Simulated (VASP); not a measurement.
# BN (P6_3/mmc) in VASP: notebook, part 3 of 3

VASP 6.6.1. The steps go on from the part before.

## 6. Single point, PBE+D4

This run uses another cell than the first one, of 8.92 Å³/atom, 1.010 times its volume.

INCAR

```
  PREC = Accurate
  ENCUT = 520
  EDIFF = 1E-6
  ISMEAR = -1
  SIGMA = 0.02
  LREAL = False
  LASPH = True
  NELM = 100
  ALGO = Normal
  ISIF = 2
  LWAVE = False
  LCHARG = False
  GGA = PE
  IVDW = 13
  NBANDS = 16
```

KPOINTS

```
regular mesh
0
Gamma
  12 12 4
```

POSCAR

```
BN
1.0
    2.5070606982      0.0000000000      0.0000000000
   -1.2535303491      2.1711782535      0.0000000000
    0.0000000000      0.0000000000      6.5543613781
B N
2 2
Direct
    0.3333333333      0.6666666667      0.2500000000
    0.6666666667      0.3333333333      0.7500000000
    0.3333333333      0.6666666667      0.7500000000
    0.6666666667      0.3333333333      0.2500000000
```

Potentials or basis: VASP PAW PBE potentials, release 64 (B, N).

Run with:

```console
> cat potpaw_PBE.64/B/POTCAR potpaw_PBE.64/N/POTCAR > POTCAR
> mpirun -np 1 vasp_std > vasp.out
```

OUTCAR:

```text
PREC = Accurate
   ENCUT = 520
   EDIFF = 1E-6
   ISMEAR = -1
   LREAL = False
   LASPH = True
   NELM = 100
   ISIF = 2
   GGA = PE
   IVDW = 13

 ion  position               nearest neighbor table
   1  0.333  0.667  0.250-   4 1.45   4 1.45   4 1.45
   2  0.667  0.333  0.750-   3 1.45   3 1.45   3 1.45
   3  0.333  0.667  0.750-   2 1.45   2 1.45   2 1.45
   4  0.667  0.333  0.250-   1 1.45   1 1.45   1 1.45

  LATTYP: Found a hexagonal cell.
 ALAT       =     2.5070606982
 C/A-ratio  =     2.6143608660

  Lattice vectors:

 A1 = (   2.5070606982,   0.0000000000,   0.0000000000)
 A2 = (  -1.2535303491,   2.1711782535,   0.0000000000)
 A3 = (   0.0000000000,   0.0000000000,   6.5543613781)

Analysis of symmetry for initial positions (statically):
=====================================================================
 Subroutine PRICEL returns:
 Original cell was already a primitive cell.

 Routine SETGRP: Setting up the symmetry group for a
 hexagonal supercell.

 Subroutine GETGRP returns: Found 24 space group operations
 (whereof 12 operations were pure point group operations)
 out of a pool of 24 trial point group operations.

The static configuration has the point symmetry D_3d.
 The point group associated with its full space group is D_6h.

Analysis of symmetry for dynamics (positions and initial velocities):
=====================================================================
 Subroutine PRICEL returns:
 Original cell was already a primitive cell.

 Routine SETGRP: Setting up the symmetry group for a
 hexagonal supercell.

 Subroutine GETGRP returns: Found 24 space group operations
 (whereof 12 operations were pure point group operations)
 out of a pool of 24 trial point group operations.

The dynamic configuration has the point symmetry D_3d.
 The point group associated with its full space group is D_6h.

 Subroutine INISYM returns: Found 24 space group operations
 (whereof 12 operations are pure point group operations),
 and found     1 'primitive' translations

----------------------------------------------------------------------------------------

                                     Primitive cell

  volume of cell :      35.6772

  direct lattice vectors                    reciprocal lattice vectors
     2.507060698  0.000000000  0.000000000     0.398873470  0.230289705  0.000000000
    -1.253530349  2.171178253  0.000000000     0.000000000  0.460579410  0.000000000
     0.000000000  0.000000000  6.554361378     0.000000000  0.000000000  0.152570165

  length of vectors
     2.507060698  2.507060698  6.554361378     0.460579410  0.460579410  0.152570165

  position of ions in fractional coordinates (direct lattice)
     0.333333333  0.666666667  0.250000000
     0.666666667  0.333333333  0.750000000
     0.333333333  0.666666667  0.750000000
     0.666666667  0.333333333  0.250000000

  ion indices of the primitive-cell ions
   primitive index   ion index
                 1           1
                 2           2
                 3           3
                 4           4

----------------------------------------------------------------------------------------

[... 25 lines left out ...]
            Coordinates               Weight
  0.000000  0.000000  0.000000      1.000000
  0.083333  0.000000  0.000000      6.000000
  0.166667 -0.000000  0.000000      6.000000
  0.250000  0.000000  0.000000      6.000000
  0.333333 -0.000000  0.000000      6.000000
  0.416667  0.000000  0.000000      6.000000
[... 16 lines left out ...]
  0.250000  0.000000  0.250000     12.000000
  0.333333 -0.000000  0.250000     12.000000
 [... further k-points ...]
   k-points           NKPTS =     57   k-points in BZ     NKDIM =     57   number of bands    NBANDS=     16
   number of dos      NEDOS =    301   number of ions     NIONS =      4
   total plane-waves  NPLWV =  20000
   dimension x,y,z NGX =    20 NGY =   20 NGZ =   50
   dimension x,y,z NGXF=    40 NGYF=   40 NGZF=  100
   ions per type =               2   2
   NGX,Y,Z   is equivalent  to a cutoff of  13.26, 13.26, 12.68 a.u.
   NGXF,Y,Z  is equivalent  to a cutoff of  26.52, 26.52, 25.36 a.u.
 SYSTEM =  unknown system
   PREC   = accura    normal or accurate (medium, high low for compatibility)
   ISTART =      0    job   : 0-new  1-cont  2-samecut
   ICHARG =      2    charge: 1-file 2-atom 10-const
   ISPIN  =      1    spin polarized calculation?
   LNONCOLLINEAR =      F non collinear calculations
   LSORBIT =      F    spin-orbit coupling
   LASPH  =      T    aspherical Exc in radial PAW
   ENCUT  =  520.0 eV  38.22 Ry    6.18 a.u.   4.66  4.66 12.19*2*pi/ulx,y,z
   NELM   =    100;   NELMIN=  2; NELMDL= -5     # of ELM steps
   EDIFF  = 0.1E-05   stopping-criterion for ELM
   LREAL  =      F    real-space projection
   EDIFFG = 0.1E-04   stopping-criterion for IOM
   NSW    =      0    number of steps for IOM
   IBRION =     -1    ionic relax: 0-MD 1-quasi-New 2-CG
   NFREE  =      0    steps in history (QN), initial steepest desc. (CG)
   ISIF   =      2    stress and relaxation
   ISYM   =      2    0-nonsym 1-usesym 2-fastsym
   POTIM  = 0.5000    time-step for ionic-motion
   TEBEG  =    0.0;   TEEND  =   0.0 temperature during run
   PSTRESS=    0.0 pullay stress
   NELECT =      16.0000    total number of electrons
   NUPDOWN=      -1.0000    fix difference up-down
   EMIN   =  10.00;   EMAX   =-10.00  energy-range for DOS
   EFERMI =   0.00;   METHOD = LEGACY
   ISMEAR =    -1;   SIGMA  =   0.02  broadening in eV -4-tet -1-fermi 0-gaus
   EFERMI_NEDOS =   21; number of points for ismear=-14 and -15
   IALGO  =     38    algorithm
   IMIX   =      4    mixing-type and parameters
     AMIX     =   0.40;   BMIX     =  1.00
     AMIX_MAG =   1.60;   BMIX_MAG =  1.00
  volume/ion in A,a.u.               =       8.92        60.19
  Fermi-wavevector in a.u.,A,eV,Ry     =   1.253097  2.368009 21.364567  1.570251
  Thomas-Fermi vector in A             =   2.386966
   LORBIT       =      0    0 simple, 1 ext, 2 COOP (PROOUT), +10 PAW based schemes
   GGA     = PE    functional components
   LHFCALC =     F    Hartree Fock is set to
   AEXX    =    0.0000 exact exchange contribution
   IVDW    =    13    specifies the selected vdW correction
   LEPSILON=     F    determine dielectric tensor
   LRPA    =     F    only Hartree local field effects (RPA)
 non-spin polarized calculation
  energy-cutoff  :      520.00
  volume of cell :       35.68
 maximum number of plane-waves:       985
 NGX is ok and might be reduce to    20
   NGX =  9   NGY =  9   NGZ = 25

 number of electron      15.9999997 magnetization

 Free energy of the ion-electron system (eV)
  ---------------------------------------------------
  ext. energy  EPLUGINS =         0.00000000
  ---------------------------------------------------
  free energy    TOTEN  =       -35.14516495 eV

  energy without entropy =      -35.14516495  energy(sigma->0) =      -35.14516495

 E-fermi :   2.8227     XC(G=0): -10.1488

 val. band max:        2.3728548028   @ k =   0.3333   0.2500   0.0000
 cond. band min:       6.6148717034   @ k =   0.5000   0.0000   0.0000
 fundamental gap:      4.2420169006
 Fermi energy:         2.8227095268

 k-point     1 :       0.0000    0.0000    0.0000
  band No.  band energies     occupation
      1     -15.4285      2.00000
      2     -15.1032      2.00000
      3      -3.8909      2.00000
      4      -1.6253      2.00000
      5       1.0274      2.00000
      6       1.0274      2.00000
[... 433 lines left out ...]
      3      -4.5191      2.00000
      4      -4.4531      2.00000
      5      -1.2133      2.00000
      6      -1.1639      2.00000
[... 8 lines left out ...]
     15      19.1963      0.00000
     16      20.8853      0.00000

 [... further k-points ...]

------------------------ aborting loop because EDIFF is reached ----------------------------------------

  DFT-D4 for vdW energy calculation

  Edisp (eV):   -0.65067

  FORCE on cell =-STRESS in cart. coord.  units (eV):
  Direction    XX          YY          ZZ          XY          YZ          ZX
  --------------------------------------------------------------------------------------
  -------------------------------------------------------------------------------------
  Total       0.03703     0.03703    -0.02997     0.00000     0.00000     0.00000
  in kB       1.66308     1.66308    -1.34587     0.00000     0.00000     0.00000
  external pressure =        0.66 kB  Pullay stress =        0.00 kB

 VOLUME and BASIS-vectors are now :
 -----------------------------------------------------------------------------
  energy-cutoff  :      520.00
  volume of cell :       35.68
      direct lattice vectors                 reciprocal lattice vectors
     2.507060698  0.000000000  0.000000000     0.398873470  0.230289705  0.000000000
    -1.253530349  2.171178253  0.000000000     0.000000000  0.460579410  0.000000000
     0.000000000  0.000000000  6.554361378     0.000000000  0.000000000  0.152570165

 POSITION                                       TOTAL-FORCE (eV/Angst)
 -----------------------------------------------------------------------------------
     -0.00000      1.44745      1.63859        -0.000000      0.000000      0.000000
      1.25353      0.72373      4.91577         0.000000      0.000000      0.000000
     -0.00000      1.44745      4.91577        -0.000000      0.000000      0.000000
      1.25353      0.72373      1.63859        -0.000000     -0.000000      0.000000
 -----------------------------------------------------------------------------------
    total drift:                                0.000000     -0.000000      0.000000

  FREE ENERGIE OF THE ION-ELECTRON SYSTEM (eV)
  ---------------------------------------------------
  free  energy   TOTEN  =       -35.7958302372 eV

  energy  without entropy=      -35.7958302372  energy(sigma->0) =      -35.79583024
```

stdout:

```text
POSCAR found type information on POSCAR B N
 POSCAR found :  2 types and       4 ions
 scaLAPACK will be used
 LDA part: xc-table for (Slater+PW92), standard interpolation
 POSCAR, INCAR and KPOINTS ok, starting setup
 FFT: planning ... GRIDC
 FFT: planning ... GRID_SOFT
 FFT: planning ... GRID
 WAVECAR not read
 entering main loop
```

Wall time 18 s (1 thread of AMD EPYC 9R45 (Zen 5), shared host); peak memory 0.13 GiB.

Results:

| Item | Value |
| --- | --- |
| Free energy | -35.7958 eV |
| Pressure | 0.1 GPa |
| Band gap on the k mesh | 4.24 eV, indirect (least direct gap 4.63 eV) |
| Dispersion energy per atom | -0.163 eV |

Levels at points of the mesh, in eV from the valence-band top:
```csv
k point,band 6,band 7,band 8,band 9,band 10,band 11
"(0.00, 0.00, 0.00)",-1.35,-1.30,-1.30,5.33,10.45,11.50
"(0.50, 0.00, 0.00)",-4.08,-1.49,-0.40,4.24,5.69,9.50
"(0.00, 0.00, 0.50)",-1.32,-1.32,-1.32,7.77,7.77,11.57
"(0.50, 0.00, 0.50)",-4.11,-0.92,-0.92,4.72,4.72,9.88
```

A k mesh can miss the band edges. Expect the measured gap to be larger: semilocal functionals such as PBE lack the derivative discontinuity.

## 7. Overview

```tsv
level	potentials or basis	cell	k mesh	smearing	gap on the mesh (eV)	pressure (GPa)
PBE	VASP PAW PBE potentials, release 64 (B, N)	a = 2.501, b = 2.501, c = 6.524 Å, angles 90.0, 90.0, 120.0°, 4 atoms	6 × 6 × 2	gaussian 0.01 eV	4.26	4.7
PBE	VASP PAW PBE potentials, release 64 (B, N)	a = 2.501, b = 2.501, c = 6.524 Å, angles 90.0, 90.0, 120.0°, 4 atoms	12 × 12 × 4	fermi-dirac 0.02 eV	4.24	4.7
LDA	VASP PAW LDA potentials, release 64 (B, N)	a = 2.501, b = 2.501, c = 6.524 Å, angles 90.0, 90.0, 120.0°, 4 atoms	12 × 12 × 4	gaussian 0.01 eV	4.04	-3.1
PBE+D3(BJ)	VASP PAW PBE potentials, release 64 (B, N)	a = 2.506, b = 2.506, c = 6.614 Å, angles 90.0, 90.0, 120.0°, 4 atoms	12 × 12 × 4	fermi-dirac 0.02 eV	4.27	0.1
PBE+D4	VASP PAW PBE potentials, release 64 (B, N)	a = 2.507, b = 2.507, c = 6.554 Å, angles 90.0, 90.0, 120.0°, 4 atoms	12 × 12 × 4	fermi-dirac 0.02 eV	4.24	0.1
```

Alike in all rows: task single point; no spin polarisation; cutoff (eV) 520.

Caveats: some runs use coarse meshes; this functional lacks dispersion, which binds the layers, so the pressure and a relaxed spacing across them are unreliable (some runs).

Total energies depend on the potentials used, so only differences within one code and one set of settings carry meaning.
